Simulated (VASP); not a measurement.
# Sn in VASP: a series of runs, part 2 of 2

VASP 6.6.1.

## (3) Electric field gradients, LDA (equal xy, yz and zx shear strains of +1 %)

INCAR reads:

```
SYSTEM = Sn
ALGO = Normal ; EDIFF = 1E-8
ENCUT = 520 ; GGA = CA
ISIF = 2 ; ISMEAR = -1
KPAR = 4 ; LASPH = .True.
LCHARG = .False. ; LEFG = .True.
LREAL = .False. ; LWAVE = .False.
NBANDS = 21 ; NELM = 60
PREC = Accurate ; SIGMA = 0.05
```

KPOINTS reads:

```
k-points
0
Gamma
  15 15 15
  0 0 0
```

POSCAR reads:

```
Sn
1.0
   -2.8933175000      2.9092240000      1.5906500000
    2.9092240000     -2.8933175000      1.5906500000
    2.9224760000      2.9224760000     -1.5614915000
Sn
2
Direct
    0.0000000000      0.0000000000      0.0000000000
    0.7500000000      0.2500000000      0.5000000000
```

Potentials or basis: VASP PAW LDA potentials, release 64 (Sn_d).

Launch:

```console
cat potpaw_LDA.64/Sn_d/POTCAR > POTCAR
mpirun -np 4 vasp_std > vasp.out
```

OUTCAR:

```text
SYSTEM = Sn
   EDIFF = 1E-8
   ENCUT = 520
   GGA = CA
   ISIF = 2
   ISMEAR = -1
   LASPH = .True.
   LREAL = .False.
   NELM = 60
   PREC = Accurate

 ion  position               nearest neighbor table
   1  0.000  0.000  0.000-   2 3.01   2 3.01   2 3.03   2 3.03   2 3.75   2 3.75
   2  0.750  0.250  0.500-   1 3.01   1 3.01   1 3.03   1 3.03   1 3.75   1 3.75

  LATTYP: Found a base centered monoclinic cell.
 ALAT       =     3.1813795315
 B/A-ratio  =     2.5793945061
 C/A-ratio  =     1.3887506866
 COS(beta)  =    -0.3468037209

  Lattice vectors:

 A1 = (  -2.8933175000,   2.9092240000,   1.5906500000)
 A2 = (   2.9092240000,  -2.8933175000,   1.5906500000)
 A3 = (   2.9224760000,   2.9224760000,  -1.5614915000)

Analysis of symmetry for initial positions (statically):
=====================================================================
 Subroutine PRICEL returns:
 Original cell was already a primitive cell.

 Routine SETGRP: Setting up the symmetry group for a
 base centered monoclinic supercell.

 Subroutine GETGRP returns: Found  4 space group operations
 (whereof  2 operations were pure point group operations)
 out of a pool of  4 trial point group operations.

The static configuration has the point symmetry C_2 .
 The point group associated with its full space group is C_2h.

Analysis of symmetry for dynamics (positions and initial velocities):
=====================================================================
 Subroutine PRICEL returns:
 Original cell was already a primitive cell.

 Routine SETGRP: Setting up the symmetry group for a
 base centered monoclinic supercell.

 Subroutine GETGRP returns: Found  4 space group operations
 (whereof  2 operations were pure point group operations)
 out of a pool of  4 trial point group operations.

The dynamic configuration has the point symmetry C_2 .
 The point group associated with its full space group is C_2h.

 Subroutine INISYM returns: Found  4 space group operations
 (whereof  2 operations are pure point group operations),
 and found     1 'primitive' translations

----------------------------------------------------------------------------------------

                                     Primitive cell

  volume of cell :      54.0919

  direct lattice vectors                    reciprocal lattice vectors
    -2.893317500  2.909224000  1.590650000    -0.002417103  0.169921173  0.313499386
     2.909224000 -2.893317500  1.590650000     0.169921173 -0.002417103  0.313499386
     2.922476000  2.922476000 -1.561491500     0.170631957  0.170631957 -0.001706320

  length of vectors
     4.400572447  4.400572447  4.418143009     0.356596288  0.356596288  0.241316060

  position of ions in fractional coordinates (direct lattice)
     0.000000000  0.000000000  0.000000000
     0.750000000  0.250000000  0.500000000

  ion indices of the primitive-cell ions
   primitive index   ion index
                 1           1
                 2           2

----------------------------------------------------------------------------------------

[... 70 lines left out ...]
   LREAL  =      F    real-space projection
   EDIFFG = 0.1E-06   stopping-criterion for IOM
   NSW    =      0    number of steps for IOM
   IBRION =     -1    ionic relax: 0-MD 1-quasi-New 2-CG
   NFREE  =      0    steps in history (QN), initial steepest desc. (CG)
   ISIF   =      2    stress and relaxation
   ISYM   =      2    0-nonsym 1-usesym 2-fastsym
   POTIM  = 0.5000    time-step for ionic-motion
   TEBEG  =    0.0;   TEEND  =   0.0 temperature during run
   PSTRESS=    0.0 pullay stress
   NELECT =      28.0000    total number of electrons
   NUPDOWN=      -1.0000    fix difference up-down
   EMIN   =  10.00;   EMAX   =-10.00  energy-range for DOS
   EFERMI =   0.00;   METHOD = LEGACY
   ISMEAR =    -1;   SIGMA  =   0.05  broadening in eV -4-tet -1-fermi 0-gaus
   EFERMI_NEDOS =   21; number of points for ismear=-14 and -15
   IALGO  =     38    algorithm
   IMIX   =      4    mixing-type and parameters
     AMIX     =   0.40;   BMIX     =  1.00
     AMIX_MAG =   1.60;   BMIX_MAG =  1.00
  volume/ion in A,a.u.               =      27.05       182.52
  Fermi-wavevector in a.u.,A,eV,Ry     =   1.314468  2.483984 23.508500  1.727826
  Thomas-Fermi vector in A             =   2.444719
   LORBIT       =      0    0 simple, 1 ext, 2 COOP (PROOUT), +10 PAW based schemes
   GGA     = CA    functional components
   LHFCALC =     F    Hartree Fock is set to
   AEXX    =    0.0000 exact exchange contribution
   IVDW    =     0    specifies the selected vdW correction
   LEPSILON=     F    determine dielectric tensor
   LRPA    =     F    only Hartree local field effects (RPA)
 non-spin polarized calculation
  energy-cutoff  :      520.00
  volume of cell :       54.09
 maximum number of plane-waves:      1477
 NGX is ok and might be reduce to    36
   NGX = 17   NGY = 17   NGZ = 17

 number of electron      28.0000002 magnetization

 Free energy of the ion-electron system (eV)
  ---------------------------------------------------
  ext. energy  EPLUGINS =         0.00000000
  ---------------------------------------------------
  free energy    TOTEN  =        -8.97057240 eV

  energy without entropy =       -8.96288464  energy(sigma->0) =       -8.96672852

 E-fermi :   7.7314     XC(G=0): -10.5626

 val. band max:        7.7290190467   @ k =  -0.3333  -0.0000   0.2667
 cond. band min:       7.7321766639   @ k =  -0.4000   0.0667   0.2667
 fundamental gap:      0.0031576172
 Fermi energy:         7.7313986064

 k-point     1 :       0.0000    0.0000    0.0000
  band No.  band energies     occupation
      1     -13.8167      2.00000
      2     -13.7285      2.00000
      3     -13.6862      2.00000
      4     -13.6726      2.00000
      5     -13.5204      2.00000
      6     -13.5199      2.00000
[... 565 lines left out ...]
     20      15.0330      0.00000
     21      15.9331      0.00000

 [... further k-points ...]
[... 5 lines left out ...]
  --------------------------------------------------------------------------------------
  -------------------------------------------------------------------------------------
  Total       -0.4966497     -0.4966497     -0.8169957     -0.0895870     -0.0958150     -0.0958152
  in kB      -14.7105276    -14.7105276    -24.1990243     -2.6535251     -2.8379956     -2.8379994
  external PRESSURE =     -17.8733598 kB  Pullay stress =       0.0000000 kB

 VOLUME and BASIS-vectors are now :
 -----------------------------------------------------------------------------
  energy-cutoff  :      520.00
  volume of cell :       54.09
      direct lattice vectors                 reciprocal lattice vectors
    -2.893317500  2.909224000  1.590650000    -0.002417103  0.169921173  0.313499386
     2.909224000 -2.893317500  1.590650000     0.169921173 -0.002417103  0.313499386
     2.922476000  2.922476000 -1.561491500     0.170631957  0.170631957 -0.001706320

 POSITION                                       TOTAL-FORCE (eV/Angst)
 -----------------------------------------------------------------------------------
      0.00000      0.00000      0.00000        -0.019274      0.019274     -0.000000
      0.01856      2.91983      0.80990         0.019274     -0.019274      0.000000
 -----------------------------------------------------------------------------------
    total drift:                               -0.000000      0.000000     -0.000000

  FREE ENERGIE OF THE ION-ELECTRON SYSTEM (eV)
  ---------------------------------------------------
  free  energy   TOTEN  =        -8.9705724042 eV

  energy  without entropy=       -8.9628846411  energy(sigma->0) =       -8.96672852

 Electric field gradients (V/A^2)
---------------------------------------------------------------------
 ion       V_xx      V_yy      V_zz      V_xy      V_xz      V_yz
---------------------------------------------------------------------
   1     -22.538   -22.538    45.076     0.161     2.148     2.148
   2     -22.538   -22.538    45.076     0.161     2.148     2.148
---------------------------------------------------------------------

 Electric field gradients after diagonalization (V/A^2)
 (convention: |V_zz| > |V_xx| > |V_yy|)
----------------------------------------------------------------------
 ion       V_xx      V_yy      V_zz     asymmetry (V_yy - V_xx)/ V_zz
----------------------------------------------------------------------
   1     -22.699   -22.514    45.213       0.004
   2     -22.699   -22.514    45.213       0.004
----------------------------------------------------------------------

           NMR quadrupolar parameters

 Cq : quadrupolar parameter    Cq=e*Q*V_zz/h
 eta: asymmetry parameters     (V_yy - V_xx)/ V_zz
 Q  : nuclear electric quadrupole moment in mb (millibarn)
----------------------------------------------------------------------
 ion       Cq(MHz)       eta       Q (mb)
----------------------------------------------------------------------
   1       0.109       0.004       1.000
   2       0.109       0.004       1.000
----------------------------------------------------------------------
```

It took 2.9 min on 4 MPI ranks of Intel Xeon Platinum 8488C (Sapphire Rapids), shared host; peak memory 0.81 GiB.

What came out:

* Free energy: -8.9706 eV
* Pressure: -1.8 GPa
* Largest force: 0.027 eV/Å
* Band gap on the k mesh: zero (bands 14 and 15 overlap by 4.32 eV)
* Largest electric field gradient by atom: Sn +45.2 V/Å²

Forces in eV/Å, atoms in the order of the input:
```
Sn  -0.019  0.019  0.000
Sn   0.019 -0.019  0.000
```

Stress tensor (GPa, compression positive):
```
-1.47 -0.27 -0.28
-0.27 -1.47 -0.28
-0.28 -0.28 -2.42
```

Electric field gradients, principal values (V/Å²):
```csv
atom,least,middle,greatest (by size)
1 Sn,-22.514,-22.699,45.213
2 Sn,-22.514,-22.699,45.213
```

Caveat: the cell differs from its parent crystal (equal xy, yz and zx shear strains of +1 %); without QUAD_EFG the Cq values of the log hold for a quadrupole moment of 1 mb, not for the nuclei; spin-orbit coupling is left out, which moves the levels of the heavy elements.
